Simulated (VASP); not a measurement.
Runs of VASP 6.6.1 on GaP. The structure is cubic, space group F-43m (No. 216). Conventional cell: a = 5.438 Å, b = 5.438 Å, c = 5.438 Å, α = 90.00°, β = 90.00°, γ = 90.00°. Ga (site symmetry -43m) has 4 P at 2.35 Å within 3.1 Å. P (site symmetry -43m) has 4 Ga at 2.35 Å within 3.1 Å. 

| level | potentials or basis | cutoff (eV) | gap on the mesh (eV) | pressure (GPa) |
| --- | --- | --- | --- | --- |
| PBEsol | VASP PAW PBE potentials, release 64 (Ga_d, P) | 520 | (b) | -0.1 |
| PBE | VASP PAW PBE potentials, release 64 (Ga_d, P) | 500 | 1.63 | 3.0 |
| LDA | VASP PAW LDA potentials, release 64 (Ga_d, P) | 500 | 1.48 | (a) |
| r2SCAN | VASP PAW PBE potentials, release 64 (Ga_d, P) | 520 | (c) | 0.6 |

Alike in all rows: task single point; no spin polarisation; cell as given; k mesh 8 × 8 × 8; smearing fermi-dirac 0.05 eV.

Question: Estimate the missing entries.

Answer: (a) -2.2; (b) 1.50; (c) 1.89.

Caveats: the PAW data sets were made with another functional, which shifts forces and pressure a little (some runs).

A k mesh can miss the band edges, and the runs leave out spin-orbit coupling on Ga.
